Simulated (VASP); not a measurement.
# BiB (CsCl type) (Pm-3m) in VASP: a series of runs

BiB (CsCl type) is run at these levels: PBE; tasks: single point, relaxation of cell and atoms.

Everything below comes from runs of VASP 6.6.1. Logs are shortened: lines on timing, memory, paths and dates and some standing lists are left out, and cuts for length are marked.

**1. The cell of the first run**

The structure is cubic, space group Pm-3m (No. 221). The conventional cell has a = 3.222 Å, b = 3.222 Å, c = 3.222 Å, α = 90.00°, β = 90.00°, γ = 90.00°. Within 3.7 Å of B (site symmetry m-3m) lie 8 Bi at 2.79 Å and 6 B at 3.22 Å. Bi (site symmetry m-3m) has 8 B at 2.79 Å and 6 Bi at 3.22 Å within 3.7 Å.

**2. Single point, PBE (16.72 Å³/atom)**

File INCAR:

```
PREC = Accurate ; ENCUT = 520
EDIFF = 1E-6 ; ISMEAR = -1
SIGMA = 0.05 ; LREAL = False
LASPH = True ; NELM = 60
ALGO = Normal ; ISIF = 2
LWAVE = False ; LCHARG = False
GGA = PE ; NBANDS = 16
```

File KPOINTS:

```
regular mesh
0
Gamma
  13 13 13
```

File POSCAR:

```
BiB
1.0
    3.2220185454      0.0000000000      0.0000000000
    0.0000000000      3.2220185454      0.0000000000
    0.0000000000      0.0000000000      3.2220185454
B Bi
1 1
Direct
    0.0000000000      0.0000000000      0.0000000000
    0.5000000000      0.5000000000      0.5000000000
```

Potentials or basis: VASP PAW PBE potentials, release 64 (B, Bi_d).

Started as:

```
cat potpaw_PBE.64/B/POTCAR potpaw_PBE.64/Bi_d/POTCAR > POTCAR
mpirun -np 1 vasp_std > vasp.out
```

OUTCAR:

```text
PREC = Accurate
   ENCUT = 520
   EDIFF = 1E-6
   ISMEAR = -1
   LREAL = False
   LASPH = True
   NELM = 60
   ISIF = 2
   GGA = PE

 ion  position               nearest neighbor table
   1  0.000  0.000  0.000-   2 2.79   2 2.79   2 2.79   2 2.79   2 2.79   2 2.79   2 2.79   2 2.79

   2  0.500  0.500  0.500-   1 2.79   1 2.79   1 2.79   1 2.79   1 2.79   1 2.79   1 2.79   1 2.79

  LATTYP: Found a simple cubic cell.
 ALAT       =     3.2220185454

  Lattice vectors:

 A1 = (   3.2220185454,   0.0000000000,   0.0000000000)
 A2 = (   0.0000000000,   3.2220185454,   0.0000000000)
 A3 = (   0.0000000000,   0.0000000000,   3.2220185454)

Analysis of symmetry for initial positions (statically):
=====================================================================
 Subroutine PRICEL returns:
 Original cell was already a primitive cell.

 Routine SETGRP: Setting up the symmetry group for a
 simple cubic supercell.

 Subroutine GETGRP returns: Found 48 space group operations
 (whereof 48 operations were pure point group operations)
 out of a pool of 48 trial point group operations.

The static configuration has the point symmetry O_h .

Analysis of symmetry for dynamics (positions and initial velocities):
=====================================================================
 Subroutine PRICEL returns:
 Original cell was already a primitive cell.

 Routine SETGRP: Setting up the symmetry group for a
 simple cubic supercell.

 Subroutine GETGRP returns: Found 48 space group operations
 (whereof 48 operations were pure point group operations)
 out of a pool of 48 trial point group operations.

The dynamic configuration has the point symmetry O_h .

 Subroutine INISYM returns: Found 48 space group operations
 (whereof 48 operations are pure point group operations),
 and found     1 'primitive' translations

----------------------------------------------------------------------------------------

                                     Primitive cell

  volume of cell :      33.4491

  direct lattice vectors                    reciprocal lattice vectors
     3.222018545  0.000000000  0.000000000     0.310364446  0.000000000  0.000000000
     0.000000000  3.222018545  0.000000000     0.000000000  0.310364446  0.000000000
     0.000000000  0.000000000  3.222018545     0.000000000  0.000000000  0.310364446

  length of vectors
     3.222018545  3.222018545  3.222018545     0.310364446  0.310364446  0.310364446

  position of ions in fractional coordinates (direct lattice)
     0.000000000  0.000000000  0.000000000
     0.500000000  0.500000000  0.500000000

  ion indices of the primitive-cell ions
   primitive index   ion index
                 1           1
                 2           2

----------------------------------------------------------------------------------------

 KPOINTS: regular mesh

Automatic generation of k-mesh.
 Grid dimensions read from file:
 generate k-points for:   13   13   13

 Generating k-lattice:

  Cartesian coordinates                     Fractional coordinates (reciprocal lattice)
     0.023874188  0.000000000  0.000000000     0.076923077  0.000000000  0.000000000
     0.000000000  0.023874188  0.000000000     0.000000000  0.076923077  0.000000000
     0.000000000  0.000000000  0.023874188     0.000000000  0.000000000  0.076923077

  Length of vectors
     0.023874188  0.023874188  0.023874188

  Shift w.r.t. Gamma in fractional coordinates (k-lattice)
     0.000000000  0.000000000  0.000000000

 Subroutine IBZKPT returns following result:
 ===========================================

 Found     84 irreducible k-points:

 Following reciprocal coordinates:
            Coordinates               Weight
  0.000000  0.000000  0.000000      1.000000
  0.076923  0.000000  0.000000      6.000000
  0.153846  0.000000  0.000000      6.000000
  0.230769  0.000000  0.000000      6.000000
  0.307692  0.000000  0.000000      6.000000
  0.384615  0.000000  0.000000      6.000000
[... 16 lines left out ...]
  0.307692  0.307692  0.000000     12.000000
  0.384615  0.307692  0.000000     24.000000
 [... further k-points ...]
   k-points           NKPTS =     84   k-points in BZ     NKDIM =     84   number of bands    NBANDS=     16
   number of dos      NEDOS =    301   number of ions     NIONS =      2
   total plane-waves  NPLWV =  13824
   dimension x,y,z NGX =    24 NGY =   24 NGZ =   24
   dimension x,y,z NGXF=    48 NGYF=   48 NGZF=   48
   ions per type =               1   1
   NGX,Y,Z   is equivalent  to a cutoff of  12.38, 12.38, 12.38 a.u.
   NGXF,Y,Z  is equivalent  to a cutoff of  24.77, 24.77, 24.77 a.u.
 SYSTEM =  unknown system
   PREC   = accura    normal or accurate (medium, high low for compatibility)
   ISTART =      0    job   : 0-new  1-cont  2-samecut
   ICHARG =      2    charge: 1-file 2-atom 10-const
   ISPIN  =      1    spin polarized calculation?
   LNONCOLLINEAR =      F non collinear calculations
   LSORBIT =      F    spin-orbit coupling
   LASPH  =      T    aspherical Exc in radial PAW
   ENCUT  =  520.0 eV  38.22 Ry    6.18 a.u.   5.99  5.99  5.99*2*pi/ulx,y,z
   NELM   =     60;   NELMIN=  2; NELMDL= -5     # of ELM steps
   EDIFF  = 0.1E-05   stopping-criterion for ELM
   LREAL  =      F    real-space projection
   EDIFFG = 0.1E-04   stopping-criterion for IOM
   NSW    =      0    number of steps for IOM
   IBRION =     -1    ionic relax: 0-MD 1-quasi-New 2-CG
   NFREE  =      0    steps in history (QN), initial steepest desc. (CG)
   ISIF   =      2    stress and relaxation
   ISYM   =      2    0-nonsym 1-usesym 2-fastsym
   POTIM  = 0.5000    time-step for ionic-motion
   TEBEG  =    0.0;   TEEND  =   0.0 temperature during run
   PSTRESS=    0.0 pullay stress
   NELECT =      18.0000    total number of electrons
   NUPDOWN=      -1.0000    fix difference up-down
   EMIN   =  10.00;   EMAX   =-10.00  energy-range for DOS
   EFERMI =   0.00;   METHOD = LEGACY
   ISMEAR =    -1;   SIGMA  =   0.05  broadening in eV -4-tet -1-fermi 0-gaus
   EFERMI_NEDOS =   21; number of points for ismear=-14 and -15
   IALGO  =     38    algorithm
   IMIX   =      4    mixing-type and parameters
     AMIX     =   0.40;   BMIX     =  1.00
     AMIX_MAG =   1.60;   BMIX_MAG =  1.00
  volume/ion in A,a.u.               =      16.72       112.86
  Fermi-wavevector in a.u.,A,eV,Ry     =   1.331591  2.516343 24.124973  1.773136
  Thomas-Fermi vector in A             =   2.460591
   LORBIT       =      0    0 simple, 1 ext, 2 COOP (PROOUT), +10 PAW based schemes
   GGA     = PE    functional components
   LHFCALC =     F    Hartree Fock is set to
   AEXX    =    0.0000 exact exchange contribution
   IVDW    =     0    specifies the selected vdW correction
   LEPSILON=     F    determine dielectric tensor
   LRPA    =     F    only Hartree local field effects (RPA)
 non-spin polarized calculation
  energy-cutoff  :      520.00
  volume of cell :       33.45
 maximum number of plane-waves:       916
 NGX is ok and might be reduce to    24
   NGX = 11   NGY = 11   NGZ = 11

 number of electron      18.0000008 magnetization

 Free energy of the ion-electron system (eV)
  ---------------------------------------------------
  ext. energy  EPLUGINS =         0.00000000
  ---------------------------------------------------
  free energy    TOTEN  =        -7.26721828 eV

  energy without entropy =       -7.25382568  energy(sigma->0) =       -7.26052198

 E-fermi :   9.4895     XC(G=0): -11.4770

 val. band max:        9.4861303055   @ k =   0.3846   0.2308   0.0769
 cond. band min:       9.4992826737   @ k =   0.2308   0.0000   0.0000
 fundamental gap:      0.0131523682
 Fermi energy:         9.4895392523

 k-point     1 :       0.0000    0.0000    0.0000
  band No.  band energies     occupation
      1     -13.8435      2.00000
      2     -13.8435      2.00000
      3     -13.4634      2.00000
      4     -13.4634      2.00000
      5     -13.4634      2.00000
      6      -5.5474      2.00000
[... 8 lines left out ...]
     15      18.4510      0.00000
     16      25.1564      0.00000

 k-point     2 :       0.0769    0.0000    0.0000
  band No.  band energies     occupation
      1     -13.8425      2.00000
      2     -13.8267      2.00000
      3     -13.4695      2.00000
      4     -13.4695      2.00000
      5     -13.4629      2.00000
      6      -5.4629      2.00000
[... 8 lines left out ...]
     15      18.3167      0.00000
     16      24.4819      0.00000

 k-point     3 :       0.1538    0.0000    0.0000
  band No.  band energies     occupation
      1     -13.8396      2.00000
      2     -13.7799      2.00000
      3     -13.4861      2.00000
      4     -13.4861      2.00000
      5     -13.4615      2.00000
      6      -5.2103      2.00000
[... 8 lines left out ...]
     15      18.5345      0.00000
     16      23.2186      0.00000

 k-point     4 :       0.2308    0.0000    0.0000
  band No.  band energies     occupation
      1     -13.8356      2.00000
      2     -13.7141      2.00000
      3     -13.5094      2.00000
      4     -13.5094      2.00000
      5     -13.4594      2.00000
      6      -4.7951      2.00000
[... 8 lines left out ...]
     15      19.9546      0.00000
     16      21.9323      0.00000
[... 324 lines left out ...]
 k-point    22 :       0.4615    0.2308    0.0000
  band No.  band energies     occupation
      1     -13.7441      2.00000
      2     -13.6309      2.00000
      3     -13.5587      2.00000
      4     -13.4972      2.00000
      5     -13.4874      2.00000
      6      -2.3246      2.00000
[... 8 lines left out ...]
     15      22.3491      0.00000
     16      23.4262      0.00000

 k-point    23 :       0.3077    0.3077    0.0000
  band No.  band energies     occupation
      1     -13.7330      2.00000
      2     -13.6248      2.00000
      3     -13.5263      2.00000
      4     -13.5229      2.00000
      5     -13.5197      2.00000
      6      -2.9330      2.00000
[... 8 lines left out ...]
     15      22.2257      0.00000
     16      22.3319      0.00000

 k-point    24 :       0.3846    0.3077    0.0000
  band No.  band energies     occupation
      1     -13.7201      2.00000
      2     -13.6508      2.00000
      3     -13.5441      2.00000
      4     -13.5218      2.00000
      5     -13.4676      2.00000
      6      -2.2987      2.00000
[... 8 lines left out ...]
     15      22.3015      0.00000
     16      22.4162      0.00000

 [... further k-points ...]
[... 5 lines left out ...]
  --------------------------------------------------------------------------------------
  -------------------------------------------------------------------------------------
  Total        2.5037948      2.5037948      2.5037948      0.0000000      0.0000000     -0.0000000
  in kB      119.9292751    119.9292751    119.9292751      0.0000000      0.0000000     -0.0000000
  external PRESSURE =     119.9292751 kB  Pullay stress =       0.0000000 kB

 VOLUME and BASIS-vectors are now :
 -----------------------------------------------------------------------------
  energy-cutoff  :      520.00
  volume of cell :       33.45
      direct lattice vectors                 reciprocal lattice vectors
     3.222018545  0.000000000  0.000000000     0.310364446  0.000000000  0.000000000
     0.000000000  3.222018545  0.000000000     0.000000000  0.310364446  0.000000000
     0.000000000  0.000000000  3.222018545     0.000000000  0.000000000  0.310364446

 POSITION                                       TOTAL-FORCE (eV/Angst)
 -----------------------------------------------------------------------------------
      0.00000      0.00000      0.00000         0.000000      0.000000      0.000000
      1.61101      1.61101      1.61101         0.000000      0.000000      0.000000
 -----------------------------------------------------------------------------------
    total drift:                                0.000000     -0.000000     -0.000000

  FREE ENERGIE OF THE ION-ELECTRON SYSTEM (eV)
  ---------------------------------------------------
  free  energy   TOTEN  =        -7.2672182775 eV

  energy  without entropy=       -7.2538256758  energy(sigma->0) =       -7.26052198
```

Run time: 14 s. Hardware: 1 thread of Intel Xeon Platinum 8375C at 2.90GHz (Ice Lake), shared host; peak memory 0.16 GiB.

What came out:

* Free energy: -7.2672 eV
* Pressure: 12.0 GPa
* Band gap on the k mesh: zero (bands 9 and 10 overlap by 4.69 eV)

Levels at points of the mesh, in eV from the Fermi level:
```
           k point  band 5  band 6  band 7  band 8  band 9  band 10  band 11  band 12  band 13  band 14
(0.00, 0.00, 0.00)  -22.95  -15.04   -1.77   -0.83   -0.83    -0.83     5.92     5.92     8.96     8.96
```

Caveat: the cell stands under pressure; spin-orbit coupling is left out, which moves the levels of the heavy elements.

**3. Single point, PBE**

This run uses another cell than the first one, of 19.01 Å³/atom.

File INCAR:

```
ALGO     = Normal         # electronic algorithm
EDIFF    = 1E-6           # SCF threshold, eV
ENCUT    = 520            # plane-wave cutoff, eV
GGA      = PE             # functional
ISIF     = 2              # what is computed and relaxed
ISMEAR   = -1             # smearing method
LASPH    = True           # aspherical terms in the spheres
LCHARG   = False          # write CHGCAR
LREAL    = False          # projectors in reciprocal space
LWAVE    = False          # write WAVECAR
NBANDS   = 16             # bands
NELM     = 100            # most SCF steps
PREC     = Accurate       # precision mode
SIGMA    = 0.05           # smearing width, eV
```

File KPOINTS:

```
k-points
0
Gamma
  13 13 13
```

File POSCAR:

```
BiB
1.0
    3.3622794929      0.0000000000      0.0000000000
    0.0000000000      3.3622794929      0.0000000000
    0.0000000000      0.0000000000      3.3622794929
B Bi
1 1
Direct
    0.0000000000      0.0000000000      0.0000000000
    0.5000000000      0.5000000000      0.5000000000
```

Potentials or basis: VASP PAW PBE potentials, release 64 (B, Bi_d).

Started as:

```
cat potpaw_PBE.64/B/POTCAR potpaw_PBE.64/Bi_d/POTCAR > POTCAR
mpirun -np 1 vasp_std > vasp.out
```

It took 29 s on 1 thread of Intel Xeon Platinum 8375C at 2.90GHz (Ice Lake), shared host; peak memory 0.19 GiB.

The run converged. Its results:

- Free energy: -7.4223 eV
- Pressure: -0.1 GPa
- Band gap on the k mesh: zero (bands 9 and 10 overlap by 4.23 eV)

Levels at points of the mesh, in eV from the Fermi level:
| k point | band 5 | band 6 | band 7 | band 8 | band 9 | band 10 | band 11 | band 12 | band 13 | band 14 |
| --- | --- | --- | --- | --- | --- | --- | --- | --- | --- | --- |
| (0.00, 0.00, 0.00) | -22.87 | -13.95 | -2.51 | -0.59 | -0.59 | -0.59 | 5.81 | 5.81 | 7.75 | 7.75 |

Caveat: spin-orbit coupling is left out, which moves the levels of the heavy elements.

**4. Single point, PBE (19.01 Å³/atom)**

This run uses another cell than the first one, of 19.01 Å³/atom.

File INCAR:

```
SYSTEM = BiB
PREC = Accurate
ENCUT = 520
EDIFF = 1E-7
ISMEAR = -1
SIGMA = 0.05
LREAL = .FALSE.
LASPH = .TRUE.
NELM = 100
ALGO = Normal
ISIF = 2
LWAVE = .FALSE.
LCHARG = .TRUE.
GGA = PE
LELF = .TRUE.
LVHAR = .TRUE.
NBANDS = 16
```

File KPOINTS:

```
regular mesh
0
G
  13 13 13
  0 0 0
```

POSCAR is that of step 3.

Started as:

```
cat potpaw_PBE.64/B/POTCAR potpaw_PBE.64/Bi_d/POTCAR > POTCAR
mpirun -np 1 vasp_std > vasp.out
```

Run time: 37 s. Hardware: 1 thread of Intel Xeon Platinum 8375C at 2.90GHz (Ice Lake), shared host; peak memory 0.19 GiB.

The run converged. Its results:

- Free energy: -7.4223 eV
- Pressure: 0.0 GPa
- Band gap on the k mesh: zero (bands 9 and 10 overlap by 4.23 eV)

Levels at points of the mesh, in eV from the Fermi level:
```csv
k point,band 5,band 6,band 7,band 8,band 9,band 10,band 11,band 12,band 13,band 14
"(0.00, 0.00, 0.00)",-22.87,-13.95,-2.51,-0.59,-0.59,-0.59,5.81,5.81,7.75,7.75
```

Caveat: spin-orbit coupling is left out, which moves the levels of the heavy elements.

[end of part 1 of 2]
